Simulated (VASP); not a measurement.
# BeTe: vibrations by perturbation theory with PBEsol

BeTe:

```
Be Te
1.0
     0.00000    2.81673    2.81673
     2.81673    0.00000    2.81673
     2.81673    2.81673    0.00000
Be Te
1 1
Direct
  0.00000 0.00000 0.00000
  0.75000 0.75000 0.75000
```

This cell differs from its parent crystal: volume scaled by 1.015.

* Program: VASP 6.6.1
* Task: vibrations by perturbation theory
* Functional: PBEsol
* Potentials or basis: VASP PAW PBE potentials, release 64 (Be, Te)
* Cutoff: 520 eV
* k mesh: 6 × 6 × 6
* Occupations: gaussian, width 0.01 eV
* Spin: no spin polarisation
* Dipole correction: no
* Further INCAR settings: ALGO = Normal; EDIFF = 1e-08; IBRION = 8; NSW = 1

```
Highest phonon frequency at Γ, LO-TO splitting left out : 465 cm⁻¹
```

Phonon frequencies in cm⁻¹ (negative: imaginary):
```
              q point        frequencies
(0.000, 0.000, 0.000)  0 0 0 465 465 465
```

Wall time 110 s on 1 thread of AMD EPYC 7R13 (shared host), peak memory 0.18 GiB.
